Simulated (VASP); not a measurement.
CuH2, 6 atoms in the cell. Symmetry: P4_2/mcm, No. 132, tetragonal system. Conventional cell: a = 3.733 Å, b = 3.733 Å, c = 3.919 Å, α = 90.00°, β = 90.00°, γ = 90.00°. Within 2.0 Å of Cu (site symmetry -42m) lie 4 H at 1.53 Å and 2 Cu at 1.96 Å. H (site symmetry m2m) has 2 Cu at 1.53 Å within 2.0 Å. The cell was built from a structure type or drawn by symmetry, and may not be a known phase.

| Property | Result |
| --- | --- |
| Program | VASP 6.6.1 |
| Task | relaxation of cell and atoms |
| Functional | PBE |
| Potentials or basis | VASP PAW PBE potentials, release 64 (Cu, H) |
| Cutoff | 600 eV |
| k mesh | 6 × 6 × 4 |
| Occupations | gaussian, width 0.1 eV |
| Spin | no spin polarisation |
| Dipole correction | no |
| Further INCAR settings | ALGO = Normal; EDIFF = 1e-06; IBRION = 2; EDIFFG = -0.04; NSW = 90; ISIF = 3 |

Potentials or basis: VASP PAW PBE potentials, release 64 (Cu, H).

Command:

```sh
$ cat potpaw_PBE.64/Cu/POTCAR potpaw_PBE.64/H/POTCAR > POTCAR
$ mpirun -np 1 vasp_std > vasp.out
```

Hardware: 1 thread of Intel(R) Xeon(R) Platinum 8488C (Sapphire Rapids), with other jobs on the host.

Question: Estimate the wall time of this run.

Answer: Wall time 6.2 min on 1 thread of Intel(R) Xeon(R) Platinum 8488C (Sapphire Rapids), on a shared host, peak memory 0.19 GiB. Counts: scf iterations 166, k points 30, ion steps 19.
